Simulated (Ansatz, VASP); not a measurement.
Two plane-wave programs on CoH3

INCAR

```
SYSTEM = CoH3
PREC = Accurate ; ENCUT = 600
EDIFF = 1E-6 ; ISMEAR = 0
SIGMA = 0.1 ; LREAL = .FALSE.
LASPH = .TRUE. ; NELM = 120
ALGO = Normal ; ISIF = 2
LWAVE = .FALSE. ; LCHARG = .FALSE.
GGA = PE ; NBANDS = 14
GGA_COMPAT = .FALSE.
```

The input KPOINTS:

```
regular mesh
0
G
  6 6 6
  0 0 0
```

POSCAR

```
CoH3
1.0
    2.6113350000      0.0000000000      0.0000000000
    0.0000000000      2.6113350000      0.0000000000
    0.0000000000      0.0000000000      2.6113350000
Co H
1 3
Direct
    0.0000000000      0.0000000000      0.0000000000
    0.0000000000      0.5000000000      0.5000000000
    0.5000000000      0.0000000000      0.5000000000
    0.5000000000      0.5000000000      0.0000000000
```

Input for Ansatz:

```yaml
crystal:
  lattice:
    - [2.611335, 0.0, 0.0]
    - [0.0, 2.611335, 0.0]
    - [0.0, 0.0, 2.611335]
  atoms:
    - { symbol: Co, position: [0.0, 0.0, 0.0] }
    - { symbol: H, position: [0.0, 0.5, 0.5] }
    - { symbol: H, position: [0.5, 0.0, 0.5] }
    - { symbol: H, position: [0.5, 0.5, 0.0] }
basis: {}
kpoints:
  mp_grid: { grid: [6, 6, 6] }
hamiltonian:
  xc: pbe
scf:
  occupations: { method: gaussian, width: 0.1 }
output:
  forces: true
  stress: true
  eigenvalues: true
```

Alike in both runs: task single point; functional PBE; k mesh 6 × 6 × 6; occupations gaussian, width 0.1 eV; no spin polarisation.

```csv
,VASP,Ansatz
version,VASP 6.6.1,Ansatz 0.2.0
potentials or method,"VASP PAW PBE potentials, release 64 (Co, H)","scalar-relativistic, plane waves, PAW"
plane-wave cutoff (eV),600,420
valence electrons in the cell,12,20
```

Ansatz gave:

```
gap on the k mesh at the Fermi level (eV) : none
pressure (GPa)                            : 0.2
```

**Question.** Which values does VASP return?

**Answer.** gap on the k mesh at the Fermi level (eV): none; pressure (GPa): -0.2.

A gap of «none» marks a metal or a gap that the smearing closes. VASP's potentials hold 12 valence electrons a cell and Ansatz's 20, so a difference there can come from the potentials and not from the codes.

The k mesh is coarse, so the values compare programs but aren't converged.
